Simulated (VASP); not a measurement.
Ti, 2 atoms in the cell. The structure is monoclinic, space group P2_1/m (No. 11). The conventional cell has a = 3.210 Å, b = 3.210 Å, c = 3.210 Å, α = 90.00°, β = 90.00°, γ = 90.00°. Ti (site symmetry m) has 14 Ti at 2.41 to 3.21 Å within 3.3 Å.  This cell differs from its parent crystal: atoms displaced along a vibrational mode.

- Program: VASP 6.6.1
- Task: single point
- Functional: PBEsol
- Potentials or basis: VASP PAW PBE potentials, release 64 (Ti_sv)
- Cutoff: 520 eV
- k mesh: 14 × 14 × 14
- Occupations: gaussian, width 0.15 eV
- Spin: no spin polarisation
- Dipole correction: no
- Further INCAR settings: ALGO = Fast; EDIFF = 1e-06; NBANDS = 19

Potentials or basis: VASP PAW PBE potentials, release 64 (Ti_sv).

Launch:

```bash
$ cat potpaw_PBE.64/Ti_sv/POTCAR > POTCAR
$ mpirun -np 1 vasp_std > vasp.out
```

Hardware: 1 thread of Intel(R) Xeon(R) 6975P-C (Granite Rapids), with other jobs on the host.

Q: How long does it take, and how much memory?

A: It took 5.8 min on 1 thread of Intel(R) Xeon(R) 6975P-C (Granite Rapids), on a shared host, peak memory 0.47 GiB. Counts: scf iterations 33, k points 800.
